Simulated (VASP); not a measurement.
# MgO (P6_3/mmc) in VASP: settings compared

MgO is run at these levels: PBE, r2SCAN; tasks: single point.

Program: VASP 6.6.1. These are calculated values, not measurements. Logs are shortened: lines on timing, memory, paths and dates and some standing lists are left out, and cuts for length are marked.

### Step 1. The cell of the first run

Symmetry: P6_3/mmc, No. 194, hexagonal system. Conventional cell: a = 3.335 Å, b = 3.335 Å, c = 4.301 Å, α = 90.00°, β = 90.00°, γ = 120.00°. Mg (site symmetry -6m2) has 5 O at 1.93 to 2.15 Å within 2.6 Å. O (site symmetry -6m2) has 5 Mg at 1.93 to 2.15 Å within 2.6 Å.

### Step 2. Single point, PBE (epitaxial xy strain -4.3%)

INCAR reads:

```
  ALGO = Normal
  EDIFF = 1E-7
  ENCUT = 520
  GGA = PE
  ISIF = 2
  ISMEAR = -1
  LASPH = T
  LCHARG = F
  LREAL = F
  LWAVE = F
  NBANDS = 16
  NELM = 60
  PREC = Accurate
  SIGMA = 0.02
```

KPOINTS reads:

```
k-points
0
Gamma
  12 12 6
```

POSCAR reads:

```
MgO
1.0
    3.3353094178      0.0000000000      0.0000000000
   -1.6676547089      2.8884626853      0.0000000000
    0.0000000000      0.0000000000      4.3010910071
Mg O
2 2
Direct
    0.6666666667      0.3333333333      0.7500000000
    0.3333333333      0.6666666667      0.2500000000
    0.6666666667      0.3333333333      0.2500000000
    0.3333333333      0.6666666667      0.7500000000
```

Potentials or basis: VASP PAW PBE potentials, release 64 (Mg, O).

On the command line:

```bash
> cat potpaw_PBE.64/Mg/POTCAR potpaw_PBE.64/O/POTCAR > POTCAR
> mpirun -np 1 vasp_std > vasp.out
```

OUTCAR:

```text
EDIFF = 1E-7
   ENCUT = 520
   GGA = PE
   ISIF = 2
   ISMEAR = -1
   LASPH = T
   LREAL = F
   NELM = 60
   PREC = Accurate

 ion  position               nearest neighbor table
   1  0.667  0.333  0.750-   4 1.93   4 1.93   4 1.93   3 2.15   3 2.15   2 2.89   2 2.89   2 2.89
                             2 2.89   2 2.89   2 2.89
   2  0.333  0.667  0.250-   3 1.93   3 1.93   3 1.93   4 2.15   4 2.15   1 2.89   1 2.89   1 2.89
                             1 2.89   1 2.89   1 2.89
   3  0.667  0.333  0.250-   2 1.93   2 1.93   2 1.93   1 2.15   1 2.15
   4  0.333  0.667  0.750-   1 1.93   1 1.93   1 1.93   2 2.15   2 2.15

  LATTYP: Found a hexagonal cell.
 ALAT       =     3.3353094178
 C/A-ratio  =     1.2895628166

  Lattice vectors:

 A1 = (   3.3353094178,   0.0000000000,   0.0000000000)
 A2 = (  -1.6676547089,   2.8884626853,   0.0000000000)
 A3 = (   0.0000000000,   0.0000000000,   4.3010910071)

Analysis of symmetry for initial positions (statically):
=====================================================================
 Subroutine PRICEL returns:
 Original cell was already a primitive cell.

 Routine SETGRP: Setting up the symmetry group for a
 hexagonal supercell.

 Subroutine GETGRP returns: Found 24 space group operations
 (whereof 12 operations were pure point group operations)
 out of a pool of 24 trial point group operations.

The static configuration has the point symmetry D_3d.
 The point group associated with its full space group is D_6h.

Analysis of symmetry for dynamics (positions and initial velocities):
=====================================================================
 Subroutine PRICEL returns:
 Original cell was already a primitive cell.

 Routine SETGRP: Setting up the symmetry group for a
 hexagonal supercell.

 Subroutine GETGRP returns: Found 24 space group operations
 (whereof 12 operations were pure point group operations)
 out of a pool of 24 trial point group operations.

The dynamic configuration has the point symmetry D_3d.
 The point group associated with its full space group is D_6h.

 Subroutine INISYM returns: Found 24 space group operations
 (whereof 12 operations are pure point group operations),
 and found     1 'primitive' translations

----------------------------------------------------------------------------------------

                                     Primitive cell

  volume of cell :      41.4364

  direct lattice vectors                    reciprocal lattice vectors
     3.335309418  0.000000000  0.000000000     0.299822258  0.173102461  0.000000000
    -1.667654709  2.888462685  0.000000000     0.000000000  0.346204922  0.000000000
     0.000000000  0.000000000  4.301091007     0.000000000  0.000000000  0.232499149

  length of vectors
     3.335309418  3.335309418  4.301091007     0.346204922  0.346204922  0.232499149

  position of ions in fractional coordinates (direct lattice)
     0.666666667  0.333333333  0.750000000
     0.333333333  0.666666667  0.250000000
     0.666666667  0.333333333  0.250000000
     0.333333333  0.666666667  0.750000000

  ion indices of the primitive-cell ions
   primitive index   ion index
                 1           1
                 2           2
                 3           3
                 4           4

----------------------------------------------------------------------------------------

 KPOINTS: k-points

Automatic generation of k-mesh.
 Grid dimensions read from file:
 generate k-points for:   12   12    6

 Generating k-lattice:

  Cartesian coordinates                     Fractional coordinates (reciprocal lattice)
     0.024985188  0.014425205  0.000000000     0.083333333  0.000000000  0.000000000
     0.000000000  0.028850410  0.000000000     0.000000000  0.083333333  0.000000000
     0.000000000  0.000000000  0.038749858     0.000000000  0.000000000  0.166666667

  Length of vectors
     0.028850410  0.028850410  0.038749858

  Shift w.r.t. Gamma in fractional coordinates (k-lattice)
     0.000000000  0.000000000  0.000000000

 Subroutine IBZKPT returns following result:
 ===========================================

 Found     76 irreducible k-points:

 Following reciprocal coordinates:
            Coordinates               Weight
  0.000000  0.000000  0.000000      1.000000
  0.083333 -0.000000  0.000000      6.000000
  0.166667  0.000000  0.000000      6.000000
  0.250000  0.000000  0.000000      6.000000
  0.333333  0.000000  0.000000      6.000000
  0.416667  0.000000  0.000000      6.000000
[... 16 lines left out ...]
  0.250000  0.000000  0.166667     12.000000
  0.333333  0.000000  0.166667     12.000000
 [... further k-points ...]
   k-points           NKPTS =     76   k-points in BZ     NKDIM =     76   number of bands    NBANDS=     16
   number of dos      NEDOS =    301   number of ions     NIONS =      4
   total plane-waves  NPLWV =  25088
   dimension x,y,z NGX =    28 NGY =   28 NGZ =   32
   dimension x,y,z NGXF=    56 NGYF=   56 NGZF=   64
   ions per type =               2   2
   NGX,Y,Z   is equivalent  to a cutoff of  13.96, 13.96, 12.37 a.u.
   NGXF,Y,Z  is equivalent  to a cutoff of  27.91, 27.91, 24.74 a.u.
 SYSTEM =  unknown system
   PREC   = accura    normal or accurate (medium, high low for compatibility)
   ISTART =      0    job   : 0-new  1-cont  2-samecut
   ICHARG =      2    charge: 1-file 2-atom 10-const
   ISPIN  =      1    spin polarized calculation?
   LNONCOLLINEAR =      F non collinear calculations
   LSORBIT =      F    spin-orbit coupling
   LASPH  =      T    aspherical Exc in radial PAW
   ENCUT  =  520.0 eV  38.22 Ry    6.18 a.u.   6.20  6.20  8.00*2*pi/ulx,y,z
   NELM   =     60;   NELMIN=  2; NELMDL= -5     # of ELM steps
   EDIFF  = 0.1E-06   stopping-criterion for ELM
   LREAL  =      F    real-space projection
   EDIFFG = 0.1E-05   stopping-criterion for IOM
   NSW    =      0    number of steps for IOM
   IBRION =     -1    ionic relax: 0-MD 1-quasi-New 2-CG
   NFREE  =      0    steps in history (QN), initial steepest desc. (CG)
   ISIF   =      2    stress and relaxation
   ISYM   =      2    0-nonsym 1-usesym 2-fastsym
   POTIM  = 0.5000    time-step for ionic-motion
   TEBEG  =    0.0;   TEEND  =   0.0 temperature during run
   PSTRESS=    0.0 pullay stress
   NELECT =      16.0000    total number of electrons
   NUPDOWN=      -1.0000    fix difference up-down
   EMIN   =  10.00;   EMAX   =-10.00  energy-range for DOS
   EFERMI =   0.00;   METHOD = LEGACY
   ISMEAR =    -1;   SIGMA  =   0.02  broadening in eV -4-tet -1-fermi 0-gaus
   EFERMI_NEDOS =   21; number of points for ismear=-14 and -15
   IALGO  =     38    algorithm
   IMIX   =      4    mixing-type and parameters
     AMIX     =   0.40;   BMIX     =  1.00
     AMIX_MAG =   1.60;   BMIX_MAG =  1.00
  volume/ion in A,a.u.               =      10.36        69.91
  Fermi-wavevector in a.u.,A,eV,Ry     =   1.192123  2.252785 19.336011  1.421157
  Thomas-Fermi vector in A             =   2.328168
   LORBIT       =      0    0 simple, 1 ext, 2 COOP (PROOUT), +10 PAW based schemes
   GGA     = PE    functional components
   LHFCALC =     F    Hartree Fock is set to
   AEXX    =    0.0000 exact exchange contribution
   IVDW    =     0    specifies the selected vdW correction
   LEPSILON=     F    determine dielectric tensor
   LRPA    =     F    only Hartree local field effects (RPA)
 non-spin polarized calculation
  energy-cutoff  :      520.00
  volume of cell :       41.44
 maximum number of plane-waves:      1134
 NGX is ok and might be reduce to    28
   NGX = 13   NGY = 13   NGZ = 15

 number of electron      15.9999995 magnetization

 Free energy of the ion-electron system (eV)
  ---------------------------------------------------
  ext. energy  EPLUGINS =         0.00000000
  ---------------------------------------------------
  free energy    TOTEN  =       -23.42784549 eV

  energy without entropy =      -23.42784549  energy(sigma->0) =      -23.42784549

 E-fermi :   2.9297     XC(G=0): -10.3559

 val. band max:        2.5049896132   @ k =   0.0000   0.0000   0.0000
 cond. band min:       6.1952831898   @ k =   0.0000   0.0000   0.0000
 fundamental gap:      3.6902935766
 Fermi energy:         2.9296548199

 k-point     1 :       0.0000    0.0000    0.0000
  band No.  band energies     occupation
      1     -14.7699      2.00000
      2     -13.3529      2.00000
      3      -1.5810      2.00000
      4       0.6937      2.00000
      5       0.6937      2.00000
      6       1.4654      2.00000
[... 8 lines left out ...]
     15      18.6836      0.00000
     16      18.9253      0.00000

 k-point     2 :       0.0833   -0.0000    0.0000
  band No.  band energies     occupation
      1     -14.7292      2.00000
      2     -13.3520      2.00000
      3      -1.5181      2.00000
      4       0.5620      2.00000
      5       0.6372      2.00000
      6       1.2684      2.00000
[... 8 lines left out ...]
     15      18.2459      0.00000
     16      18.5763      0.00000

 k-point     3 :       0.1667    0.0000    0.0000
  band No.  band energies     occupation
      1     -14.6128      2.00000
      2     -13.3535      2.00000
      3      -1.3337      2.00000
      4       0.1578      2.00000
      5       0.5037      2.00000
      6       0.8945      2.00000
[... 8 lines left out ...]
     15      17.5836      0.00000
     16      17.7146      0.00000

 k-point     4 :       0.2500    0.0000    0.0000
  band No.  band energies     occupation
      1     -14.4383      2.00000
      2     -13.3685      2.00000
      3      -1.0423      2.00000
      4      -0.4110      2.00000
      5       0.3509      2.00000
      6       0.5725      2.00000
[... 8 lines left out ...]
     15      17.0224      0.00000
     16      17.2340      0.00000

 k-point     5 :       0.3333    0.0000    0.0000
  band No.  band energies     occupation
      1     -14.2353      2.00000
      2     -13.4091      2.00000
      3      -0.9375      2.00000
      4      -0.6736      2.00000
      5       0.2183      2.00000
      6       0.3283      2.00000
[... 8 lines left out ...]
     15      17.1412      0.00000
     16      17.5959      0.00000

 k-point     6 :       0.4167    0.0000    0.0000
  band No.  band energies     occupation
      1     -14.0493      2.00000
      2     -13.4742      2.00000
      3      -1.2941      2.00000
      4      -0.2952      2.00000
      5       0.1301      2.00000
      6       0.1731      2.00000
[... 8 lines left out ...]
     15      17.1463      0.00000
     16      18.0260      0.00000
[... 267 lines left out ...]
 k-point    21 :       0.0833   -0.0000    0.1667
  band No.  band energies     occupation
      1     -14.6417      2.00000
      2     -13.4491      2.00000
      3      -1.3714      2.00000
      4       0.6297      2.00000
      5       0.6897      2.00000
      6       1.1231      2.00000
[... 8 lines left out ...]
     15      18.0706      0.00000
     16      18.7354      0.00000

 k-point    22 :       0.1667    0.0000    0.1667
  band No.  band energies     occupation
      1     -14.5307      2.00000
      2     -13.4392      2.00000
      3      -1.2707      2.00000
      4       0.2473      2.00000
      5       0.5667      2.00000
      6       0.7296      2.00000
[... 8 lines left out ...]
     15      17.5998      0.00000
     16      18.1468      0.00000

 k-point    23 :       0.2500    0.0000    0.1667
  band No.  band energies     occupation
      1     -14.3651      2.00000
      2     -13.4369      2.00000
      3      -1.1771      2.00000
      4      -0.2441      2.00000
      5       0.4244      2.00000
      6       0.4622      2.00000
[... 8 lines left out ...]
     15      17.3111      0.00000
     16      17.3477      0.00000

 k-point    24 :       0.3333    0.0000    0.1667
  band No.  band energies     occupation
      1     -14.1743      2.00000
      2     -13.4567      2.00000
      3      -1.2711      2.00000
      4      -0.4699      2.00000
      5       0.2870      2.00000
      6       0.3002      2.00000
[... 8 lines left out ...]
     15      16.9513      0.00000
     16      17.6107      0.00000

 [... further k-points ...]

------------------------ aborting loop because EDIFF is reached ----------------------------------------

  FORCE on cell =-STRESS in cart. coord.  units (eV):
  Direction    XX          YY          ZZ          XY          YZ          ZX
  --------------------------------------------------------------------------------------
  -------------------------------------------------------------------------------------
  Total        5.1408077      5.1408077      1.1512369      0.0000000     -0.0000000      0.0000000
  in kB      198.7743857    198.7743857     44.5137070      0.0000000     -0.0000000      0.0000000
  external PRESSURE =     147.3541595 kB  Pullay stress =       0.0000000 kB

 VOLUME and BASIS-vectors are now :
 -----------------------------------------------------------------------------
  energy-cutoff  :      520.00
  volume of cell :       41.44
      direct lattice vectors                 reciprocal lattice vectors
     3.335309418  0.000000000  0.000000000     0.299822258  0.173102461  0.000000000
    -1.667654709  2.888462685  0.000000000     0.000000000  0.346204922  0.000000000
     0.000000000  0.000000000  4.301091007     0.000000000  0.000000000  0.232499149

 POSITION                                       TOTAL-FORCE (eV/Angst)
 -----------------------------------------------------------------------------------
      1.66765      0.96282      3.22582        -0.000000     -0.000000     -0.000000
     -0.00000      1.92564      1.07527         0.000000      0.000000     -0.000000
      1.66765      0.96282      1.07527         0.000000      0.000000      0.000000
     -0.00000      1.92564      3.22582        -0.000000      0.000000      0.000000
 -----------------------------------------------------------------------------------
    total drift:                               -0.000000      0.000000     -0.000000

  FREE ENERGIE OF THE ION-ELECTRON SYSTEM (eV)
  ---------------------------------------------------
  free  energy   TOTEN  =       -23.4278454924 eV

  energy  without entropy=      -23.4278454924  energy(sigma->0) =      -23.42784549
```

It took 18 s on 1 thread of Intel Xeon 6975P-C (Granite Rapids), shared host; peak memory 0.19 GiB.

Results:

* Free energy: -23.4278 eV
* Pressure: 14.7 GPa
* Band gap on the k mesh: 3.69 eV

Caveat: the cell differs from its parent crystal (epitaxial xy strain -4.3%); the cell stands under pressure. A k mesh can miss the band edges.

[end of part 1 of 2]
